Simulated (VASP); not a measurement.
CuO:

```
CELL_PARAMETERS angstrom
2.07061 -2.23969 0.00000
2.07061 2.23969 0.00000
0.00000 0.00000 5.15593
ATOMIC_POSITIONS crystal
Cu 0.50000 0.00000 0.00000
Cu 0.00000 0.50000 0.50000
O 0.50000 0.50000 0.25000
O 0.50000 0.50000 0.75000
```

Base run:

- Program: VASP 6.6.1
- Functional: PBE
- Potentials or basis: VASP PAW PBE potentials, release 64 (Cu, O)
- Cutoff: 520 eV
- k mesh: 7 × 7 × 5
- Occupations: fermi-dirac, width 0.05 eV
- Spin: no spin polarisation

Its results: band gap on the k mesh zero (band 17 reaches 4.56 eV, above the bottom of band 18 at 3.74 eV); pressure -7.2 GPa.

Task: The run is repeated on the same cell with these changes: functional from PBE to PBEsol. What comes out?

Result: Band gap on the k mesh zero (band 17 reaches 4.40 eV, above the bottom of band 18 at 3.56 eV); pressure -13.8 GPa.

PBEsol binds more tightly than PBE, so the same cell stands under less pressure.

Caveats: semilocal functionals often make such compounds metallic where correlation or magnetic order opens a gap, which also shifts bond lengths; the PAW data sets were made with another functional, which shifts forces and pressure a little (some runs).
